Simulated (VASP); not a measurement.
Write the native input for VASP 6.6.1 that does the following.

```yaml
Task: single point
Functional: r2SCAN
Potentials_or_basis: VASP PAW PBE potentials, release 64 (Cu)
Cutoff: 520 eV
k_mesh: 12 × 12 × 12
Occupations: methfessel-paxton, width 0.02 eV
Spin: no spin polarisation
Dipole_correction: no
Further_INCAR_settings: ALGO = Normal; EDIFF = 1e-06; NBANDS = 18
```

Cu:

```xyz
2
Lattice="1.2384 -4.0416 0.0000 1.2384 4.0416 0.0000 0.0000 0.0000 2.5161" Properties=species:S:1:pos:R:3 pbc="T T T"
Cu    1.2384    2.9595    0.6290
Cu    1.2384   -2.9595    1.8871
```

The input as run:

POSCAR

```
Cu
1.0
    1.2384423705     -4.0415761125      0.0000000000
    1.2384423705      4.0415761125      0.0000000000
    0.0000000000      0.0000000000      2.5160851157
Cu
2
Direct
    0.1338670000      0.8661330000      0.2500000000
    0.8661330000      0.1338670000      0.7500000000
```

INCAR.step1

```
SYSTEM = Cu
PREC = Accurate
ENCUT = 520
ISMEAR = 1
SIGMA = 0.02
LREAL = .False.
LASPH = .True.
NELM = 80
NBANDS = 18
GGA = PE
ALGO = Normal
EDIFF = 1E-4
LWAVE = .True.
LCHARG = .False.
```

INCAR.step2

```
SYSTEM = Cu
PREC = Accurate
ENCUT = 520
EDIFF = 1E-6
ISMEAR = 1
SIGMA = 0.02
LREAL = .False.
LASPH = .True.
NELM = 80
ALGO = Normal
ISIF = 2
LWAVE = .False.
LCHARG = .True.
METAGGA = R2SCAN
LMIXTAU = .True.
LELF = .True.
LVHAR = .True.
NBANDS = 18
ISTART = 1
```

KPOINTS

```
Automatic mesh
0
Gamma
  12 12 12
  0 0 0
```

Potentials or basis: VASP PAW PBE potentials, release 64 (Cu).

Command:

```sh
$ cat potpaw_PBE.64/Cu/POTCAR > POTCAR
$ cp INCAR.step1 INCAR
$ mpirun -np 1 vasp_std > vasp.out
$ cp INCAR.step2 INCAR
$ mpirun -np 1 vasp_std > vasp.out
```

Results of the run:

```yaml
Pressure: -5.6 GPa
Largest_force: 0.061 eV/Å
Band_gap_on_the_k_mesh: zero (band 11 reaches 10.67 eV, above the bottom of band 12 at 4.92 eV)
```

Caveat: the PAW data sets were made with another functional, which shifts forces and pressure a little.

Run time: 3.4 min on 1 thread of Intel(R) Xeon(R) 6975P-C (Granite Rapids) (shared host), peak memory 0.24 GiB.
